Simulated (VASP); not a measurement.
Wanted: the native input for a VASP 6.6.1 run.

```
Task                   : single point
Functional             : PBE
Potentials or basis    : VASP PAW PBE potentials, release 64 (Si, N)
Cutoff                 : 520 eV
k mesh                 : 6 × 6 × 1
Occupations            : gaussian, width 0.1 eV
Spin                   : no spin polarisation
Dipole correction      : yes
Further INCAR settings : ALGO = Normal; EDIFF = 1e-06; NBANDS = 17
```

The structure of SiN lies in POSCAR:

```
SiN
1.0
    3.1257387300      0.0000000000      0.0000000000
   -1.5628698300      2.7069699300      0.0000000000
    0.0000000000      0.0000000000     17.0000000000
Si N
2 2
Direct
    0.3333333300      0.6666666700      0.4516824100
    0.6666666700      0.3333333300      0.5483175900
    0.6666666700      0.3333333300      0.4153963200
    0.3333333300      0.6666666700      0.5846036800
```

The cell was built from a structure type or drawn by symmetry, and may not be a known phase.

These files were run (other wordings do the same):

INCAR

```
  PREC = Accurate
  ENCUT = 520
  EDIFF = 1E-6
  ISMEAR = 0
  SIGMA = 0.1
  LREAL = False
  LASPH = True
  NELM = 100
  ALGO = Normal
  ISIF = 2
  LWAVE = False
  LCHARG = False
  LDIPOL = True
  IDIPOL = 3
  DIPOL = 0.5 0.5 0.500
  GGA = PE
  NBANDS = 17
```

KPOINTS

```
Automatic mesh
0
Gamma
  6 6 1
```

Potentials or basis: VASP PAW PBE potentials, release 64 (Si, N).

The run is started by

```bash
$ cat potpaw_PBE.64/Si/POTCAR potpaw_PBE.64/N/POTCAR > POTCAR
$ mpirun -np 1 vasp_std > vasp.out
```

It gave:

```yaml
Largest_force: 2.573 eV/Å
Band_gap_on_the_k_mesh: zero (bands 9 and 10 overlap by 0.29 eV)
```

Caveat: the k points lie up to 0.39 Å⁻¹ apart.

Wall time 52 s on 1 thread of Intel Xeon 8259CL, with other jobs on the host, peak memory 0.24 GiB.
